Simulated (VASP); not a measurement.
Set up this calculation in VASP 6.6.1, as the native input.

```
Task                   : single point
Functional             : PBE
Potentials or basis    : VASP PAW PBE potentials, release 64 (Mg, O)
Cutoff                 : 520 eV
k mesh                 : 4 × 4 × 6
Occupations            : gaussian, width 0.1 eV
Spin                   : no spin polarisation
Dipole correction      : no
Further INCAR settings : ALGO = Normal; EDIFF = 1e-06; NBANDS = 19
```

The structure of Mg2O lies in POSCAR:

```
Mg2O
1.0
    5.2423895281      0.0000000000      0.0000000000
    0.0000000000      5.2423895281      0.0000000000
    0.0000000000      0.0000000000      3.1354390962
Mg O
4 2
Direct
    0.2936611570      0.2936611570      0.0000000000
    0.2063388430      0.7936611570      0.5000000000
    0.7063388430      0.7063388430      0.0000000000
    0.7936611570      0.2063388430      0.5000000000
    0.0000000000      0.0000000000      0.0000000000
    0.5000000000      0.5000000000      0.5000000000
```

One way to write it, as run:

INCAR

```
SYSTEM = Mg2O
PREC     = Accurate       ! precision mode
ENCUT    = 520            ! plane-wave cutoff, eV
EDIFF    = 1E-6           ! SCF threshold, eV
ISMEAR   = 0              ! smearing method
SIGMA    = 0.1            ! smearing width, eV
LREAL    = .False.        ! projectors in reciprocal space
LASPH    = .True.         ! aspherical terms in the spheres
NELM     = 80             ! most SCF steps
ALGO     = Normal         ! electronic algorithm
ISIF     = 2              ! what is computed and relaxed
LWAVE    = .False.        ! write WAVECAR
LCHARG   = .True.         ! write CHGCAR
GGA      = PE             ! functional
LELF     = .True.         ! ELF
LVHAR    = .True.       
NBANDS   = 19             ! bands
```

KPOINTS

```
Automatic mesh
0
Gamma
  4 4 6
  0 0 0
```

Potentials or basis: VASP PAW PBE potentials, release 64 (Mg, O).

Run with:

```console
$ cat potpaw_PBE.64/Mg/POTCAR potpaw_PBE.64/O/POTCAR > POTCAR
$ mpirun -np 1 vasp_std > vasp.out
```

Results of the run:

- Pressure: -0.6 GPa
- Largest force: 0.012 eV/Å
- Band gap on the k mesh: zero (band 10 reaches 4.70 eV, above the bottom of band 11 at 3.82 eV)

Wall time 24 s on 1 thread of Intel(R) Xeon(R) Platinum 8488C (Sapphire Rapids) (shared host), peak memory 0.19 GiB.
